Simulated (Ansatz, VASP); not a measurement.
**KZnF3 in VASP and in Ansatz**

```
CELL_PARAMETERS angstrom
4.04758 0.00000 0.00000
0.00000 4.04758 0.00000
0.00000 0.00000 4.04758
ATOMIC_POSITIONS crystal
K 0.00000 0.00000 0.00000
Zn 0.50000 0.50000 0.50000
F 0.50000 0.50000 0.00000
F 0.00000 0.50000 0.50000
F 0.50000 0.00000 0.50000
```

Alike in both runs: functional r2SCAN; k mesh 8 × 8 × 8; occupations fermi-dirac, width 0.02 eV; no spin polarisation.

Ansatz relaxed the structure, and its values are those at the end. VASP's run is a single point on that final structure, the one shown.

|  | VASP | Ansatz |
| --- | --- | --- |
| version | VASP 6.6.1 | Ansatz 0.2.0 |
| potentials or method | VASP PAW PBE potentials, release 64 (K_sv, Zn, F), cutoff 520 eV | PAW plane waves |
| valence electrons in the cell | 42 | 42 |

```tsv
	VASP	Ansatz	Ansatz less VASP
gap on the k mesh at the Fermi level (eV)	4.58	4.63	+0.047
pressure (GPa)	0.2	0.0	-0.19
```

VASP's potentials were made for PBE, not for r2SCAN. Ansatz's warnings: stress scf threshold loose.
